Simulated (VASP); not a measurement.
# TePb (Fm-3m) in VASP: notebook

The runs below take TePb through single point, with PBE.

Program: VASP 6.6.1. These are calculated values, not measurements. Logs are shortened: lines on timing, memory, paths and dates and some standing lists are left out, and cuts for length are marked.

## Step 1: The cell of the first run

The structure is cubic, space group Fm-3m (No. 225). The conventional cell has a = 6.470 Å, b = 6.470 Å, c = 6.470 Å, α = 90.00°, β = 90.00°, γ = 90.00°. Pb (site symmetry m-3m) has 6 Te at 3.24 Å within 4.3 Å. Te (site symmetry m-3m) has 6 Pb at 3.24 Å within 4.3 Å.

## Step 2: Single point, PBE (strain -1.0%)

The input, INCAR:

```
SYSTEM = TePb
PREC = Accurate
ENCUT = 520
EDIFF = 1E-6
ISMEAR = 0
SIGMA = 0.01
LREAL = .False.
LASPH = .True.
NELM = 100
ALGO = Normal
ISIF = 2
LWAVE = .False.
LCHARG = .False.
GGA = PE
NBANDS = 17
```

The input, KPOINTS:

```
Automatic mesh
0
Gamma
  4 4 4
  0 0 0
```

The input, POSCAR:

```
TePb
1.0
    0.0000000000      3.2351584803      3.2351584803
    3.2351584803      0.0000000000      3.2351584803
    3.2351584803      3.2351584803      0.0000000000
Pb Te
1 1
Direct
    0.0000000000      0.0000000000      0.0000000000
    0.5000000000      0.5000000000      0.5000000000
```

Potentials or basis: VASP PAW PBE potentials, release 64 (Pb_d, Te).

Launch:

```
$ cat potpaw_PBE.64/Pb_d/POTCAR potpaw_PBE.64/Te/POTCAR > POTCAR
$ mpirun -np 1 vasp_std > vasp.out
```

OUTCAR:

```text
SYSTEM = TePb
   PREC = Accurate
   ENCUT = 520
   EDIFF = 1E-6
   ISMEAR = 0
   LREAL = .False.
   LASPH = .True.
   NELM = 100
   ISIF = 2
   GGA = PE

 ion  position               nearest neighbor table
   1  0.000  0.000  0.000-   2 3.24   2 3.24   2 3.24   2 3.24   2 3.24   2 3.24
   2  0.500  0.500  0.500-   1 3.24   1 3.24   1 3.24   1 3.24   1 3.24   1 3.24

  LATTYP: Found a face centered cubic cell.
 ALAT       =     6.4703169606

  Lattice vectors:

 A1 = (   0.0000000000,   3.2351584803,   3.2351584803)
 A2 = (   3.2351584803,   0.0000000000,   3.2351584803)
 A3 = (   3.2351584803,   3.2351584803,   0.0000000000)

Analysis of symmetry for initial positions (statically):
=====================================================================
 Subroutine PRICEL returns:
 Original cell was already a primitive cell.

 Routine SETGRP: Setting up the symmetry group for a
 face centered cubic supercell.

 Subroutine GETGRP returns: Found 48 space group operations
 (whereof 48 operations were pure point group operations)
 out of a pool of 48 trial point group operations.

The static configuration has the point symmetry O_h .

Analysis of symmetry for dynamics (positions and initial velocities):
=====================================================================
 Subroutine PRICEL returns:
 Original cell was already a primitive cell.

 Routine SETGRP: Setting up the symmetry group for a
 face centered cubic supercell.

 Subroutine GETGRP returns: Found 48 space group operations
 (whereof 48 operations were pure point group operations)
 out of a pool of 48 trial point group operations.

The dynamic configuration has the point symmetry O_h .

 Subroutine INISYM returns: Found 48 space group operations
 (whereof 48 operations are pure point group operations),
 and found     1 'primitive' translations

----------------------------------------------------------------------------------------

                                     Primitive cell

  volume of cell :      67.7200

  direct lattice vectors                    reciprocal lattice vectors
     0.000000000  3.235158480  3.235158480    -0.154551934  0.154551934  0.154551934
     3.235158480  0.000000000  3.235158480     0.154551934 -0.154551934  0.154551934
     3.235158480  3.235158480  0.000000000     0.154551934  0.154551934 -0.154551934

  length of vectors
     4.575204999  4.575204999  4.575204999     0.267691802  0.267691802  0.267691802

  position of ions in fractional coordinates (direct lattice)
     0.000000000  0.000000000  0.000000000
     0.500000000  0.500000000  0.500000000

  ion indices of the primitive-cell ions
   primitive index   ion index
                 1           1
                 2           2

----------------------------------------------------------------------------------------

 KPOINTS: Automatic mesh

Automatic generation of k-mesh.
 Grid dimensions read from file:
 generate k-points for:    4    4    4

 Generating k-lattice:

  Cartesian coordinates                     Fractional coordinates (reciprocal lattice)
    -0.038637984  0.038637984  0.038637984     0.250000000  0.000000000  0.000000000
     0.038637984 -0.038637984  0.038637984     0.000000000  0.250000000  0.000000000
     0.038637984  0.038637984 -0.038637984     0.000000000  0.000000000  0.250000000

  Length of vectors
     0.066922951  0.066922951  0.066922951

  Shift w.r.t. Gamma in fractional coordinates (k-lattice)
     0.000000000  0.000000000  0.000000000

 Subroutine IBZKPT returns following result:
 ===========================================

 Found      8 irreducible k-points:

 Following reciprocal coordinates:
            Coordinates               Weight
  0.000000  0.000000  0.000000      1.000000
  0.250000  0.000000  0.000000      8.000000
  0.500000  0.000000  0.000000      4.000000
  0.250000  0.250000  0.000000      6.000000
  0.500000  0.250000  0.000000     24.000000
 -0.250000  0.250000  0.000000     12.000000
  0.500000  0.500000  0.000000      3.000000
 -0.250000  0.500000  0.250000      6.000000
   k-points           NKPTS =      8   k-points in BZ     NKDIM =      8   number of bands    NBANDS=     17
   number of dos      NEDOS =    301   number of ions     NIONS =      2
   total plane-waves  NPLWV =  46656
   dimension x,y,z NGX =    36 NGY =   36 NGZ =   36
   dimension x,y,z NGXF=    72 NGYF=   72 NGZF=   72
   ions per type =               1   1
   NGX,Y,Z   is equivalent  to a cutoff of  13.08, 13.08, 13.08 a.u.
   NGXF,Y,Z  is equivalent  to a cutoff of  26.16, 26.16, 26.16 a.u.
 SYSTEM =  TePb
   PREC   = accura    normal or accurate (medium, high low for compatibility)
   ISTART =      0    job   : 0-new  1-cont  2-samecut
   ICHARG =      2    charge: 1-file 2-atom 10-const
   ISPIN  =      1    spin polarized calculation?
   LNONCOLLINEAR =      F non collinear calculations
   LSORBIT =      F    spin-orbit coupling
   LASPH  =      T    aspherical Exc in radial PAW
   ENCUT  =  520.0 eV  38.22 Ry    6.18 a.u.   8.51  8.51  8.51*2*pi/ulx,y,z
   NELM   =    100;   NELMIN=  2; NELMDL= -5     # of ELM steps
   EDIFF  = 0.1E-05   stopping-criterion for ELM
   LREAL  =      F    real-space projection
   EDIFFG = 0.1E-04   stopping-criterion for IOM
   NSW    =      0    number of steps for IOM
   IBRION =     -1    ionic relax: 0-MD 1-quasi-New 2-CG
   NFREE  =      0    steps in history (QN), initial steepest desc. (CG)
   ISIF   =      2    stress and relaxation
   ISYM   =      2    0-nonsym 1-usesym 2-fastsym
   POTIM  = 0.5000    time-step for ionic-motion
   TEBEG  =    0.0;   TEEND  =   0.0 temperature during run
   PSTRESS=    0.0 pullay stress
   NELECT =      20.0000    total number of electrons
   NUPDOWN=      -1.0000    fix difference up-down
   EMIN   =  10.00;   EMAX   =-10.00  energy-range for DOS
   EFERMI =   0.00;   METHOD = LEGACY
   ISMEAR =     0;   SIGMA  =   0.01  broadening in eV -4-tet -1-fermi 0-gaus
   EFERMI_NEDOS =   21; number of points for ismear=-14 and -15
   IALGO  =     38    algorithm
   IMIX   =      4    mixing-type and parameters
     AMIX     =   0.40;   BMIX     =  1.00
     AMIX_MAG =   1.60;   BMIX_MAG =  1.00
  volume/ion in A,a.u.               =      33.86       228.50
  Fermi-wavevector in a.u.,A,eV,Ry     =   1.090216  2.060210 16.171493  1.188571
  Thomas-Fermi vector in A             =   2.226436
   LORBIT       =      0    0 simple, 1 ext, 2 COOP (PROOUT), +10 PAW based schemes
   GGA     = PE    functional components
   LHFCALC =     F    Hartree Fock is set to
   AEXX    =    0.0000 exact exchange contribution
   IVDW    =     0    specifies the selected vdW correction
   LEPSILON=     F    determine dielectric tensor
   LRPA    =     F    only Hartree local field effects (RPA)
 non-spin polarized calculation
 Gauss-broadening in eV      SIGMA  =   0.01
  energy-cutoff  :      520.00
  volume of cell :       67.72
 maximum number of plane-waves:      1847
 NGX is ok and might be reduce to    36
   NGX = 17   NGY = 17   NGZ = 17

 number of electron      20.0000003 magnetization

 Free energy of the ion-electron system (eV)
  ---------------------------------------------------
  ext. energy  EPLUGINS =         0.00000000
  ---------------------------------------------------
  free energy    TOTEN  =        -7.49714167 eV

  energy without entropy =       -7.49714167  energy(sigma->0) =       -7.49714167

 E-fermi :   5.6292     XC(G=0):  -9.2866

 val. band max:        5.5713194711   @ k =   0.5000   0.0000   0.0000
 cond. band min:       6.3141479100   @ k =   0.5000   0.0000   0.0000
 fundamental gap:      0.7428284389
 Fermi energy:         5.6291763308

 k-point     1 :       0.0000    0.0000    0.0000
  band No.  band energies     occupation
      1     -11.1473      2.00000
      2     -11.1473      2.00000
      3     -11.1381      2.00000
      4     -11.1381      2.00000
      5     -11.1381      2.00000
      6      -6.4148      2.00000
[... 9 lines left out ...]
     16      11.3776      0.00000
     17      12.9454      0.00000

 k-point     2 :       0.2500    0.0000    0.0000
  band No.  band energies     occupation
      1     -11.1543      2.00000
      2     -11.1543      2.00000
      3     -11.1368      2.00000
      4     -11.1299      2.00000
      5     -11.1299      2.00000
      6      -5.8984      2.00000
[... 9 lines left out ...]
     16      12.4652      0.00000
     17      15.8562      0.00000

 k-point     3 :       0.5000    0.0000    0.0000
  band No.  band energies     occupation
      1     -11.1619      2.00000
      2     -11.1619      2.00000
      3     -11.1357      2.00000
      4     -11.1209      2.00000
      5     -11.1209      2.00000
      6      -4.9896      2.00000
[... 9 lines left out ...]
     16      14.8154      0.00000
     17      14.8154      0.00000

 k-point     4 :       0.2500    0.2500    0.0000
  band No.  band energies     occupation
      1     -11.1724      2.00000
      2     -11.1429      2.00000
      3     -11.1418      2.00000
      4     -11.1257      2.00000
      5     -11.1257      2.00000
      6      -5.7362      2.00000
[... 9 lines left out ...]
     16      13.9973      0.00000
     17      14.0214      0.00000

 k-point     5 :       0.5000    0.2500    0.0000
  band No.  band energies     occupation
      1     -11.1838      2.00000
      2     -11.1484      2.00000
      3     -11.1382      2.00000
      4     -11.1217      2.00000
      5     -11.1175      2.00000
      6      -4.8933      2.00000
[... 9 lines left out ...]
     16      15.2300      0.00000
     17      16.0248      0.00000

 k-point     6 :      -0.2500    0.2500    0.0000
  band No.  band energies     occupation
      1     -11.1661      2.00000
      2     -11.1577      2.00000
      3     -11.1316      2.00000
      4     -11.1260      2.00000
      5     -11.1249      2.00000
      6      -5.1708      2.00000
[... 9 lines left out ...]
     16      14.1571      0.00000
     17      14.9601      0.00000

 k-point     7 :       0.5000    0.5000    0.0000
  band No.  band energies     occupation
      1     -11.2080      2.00000
      2     -11.1477      2.00000
      3     -11.1363      2.00000
      4     -11.1125      2.00000
      5     -11.1125      2.00000
      6      -4.7456      2.00000
[... 9 lines left out ...]
     16      16.4872      0.00000
     17      16.6116      0.00000

 k-point     8 :      -0.2500    0.5000    0.2500
  band No.  band energies     occupation
      1     -11.1901      2.00000
      2     -11.1488      2.00000
      3     -11.1307      2.00000
      4     -11.1307      2.00000
      5     -11.1125      2.00000
      6      -4.5884      2.00000
[... 9 lines left out ...]
     16      16.5981      0.00000
     17      16.6451      0.00000

------------------------ aborting loop because EDIFF is reached ----------------------------------------

  FORCE on cell =-STRESS in cart. coord.  units (eV):
  Direction    XX          YY          ZZ          XY          YZ          ZX
  --------------------------------------------------------------------------------------
  -------------------------------------------------------------------------------------
  Total        0.7972236      0.7972236      0.7972236      0.0000000     -0.0000000      0.0000000
  in kB       18.8614044     18.8614044     18.8614044      0.0000000     -0.0000000      0.0000000
  external PRESSURE =      18.8614044 kB  Pullay stress =       0.0000000 kB

 VOLUME and BASIS-vectors are now :
 -----------------------------------------------------------------------------
  energy-cutoff  :      520.00
  volume of cell :       67.72
      direct lattice vectors                 reciprocal lattice vectors
     0.000000000  3.235158480  3.235158480    -0.154551934  0.154551934  0.154551934
     3.235158480  0.000000000  3.235158480     0.154551934 -0.154551934  0.154551934
     3.235158480  3.235158480  0.000000000     0.154551934  0.154551934 -0.154551934

 POSITION                                       TOTAL-FORCE (eV/Angst)
 -----------------------------------------------------------------------------------
      0.00000      0.00000      0.00000         0.000000      0.000000      0.000000
      3.23516      3.23516      3.23516         0.000000      0.000000      0.000000
 -----------------------------------------------------------------------------------
    total drift:                               -0.000000      0.000000      0.000000

  FREE ENERGIE OF THE ION-ELECTRON SYSTEM (eV)
  ---------------------------------------------------
  free  energy   TOTEN  =        -7.4971416722 eV

  energy  without entropy=       -7.4971416722  energy(sigma->0) =       -7.49714167
```

Run time: 11 s. Hardware: 1 thread of AMD EPYC 7R13, shared host; peak memory 0.2 GiB.

What came out:

| Item | Value |
| --- | --- |
| Free energy | -7.4971 eV |
| Pressure | 1.9 GPa |
| Band gap on the k mesh | 0.74 eV, direct |

Caveat: the k points lie up to 0.42 Å⁻¹ apart; the cell differs from its parent crystal (strain -1.0%); spin-orbit coupling is left out, which moves the levels of the heavy elements. A k mesh can miss the band edges.

(Part 1 of 2 ends here.)
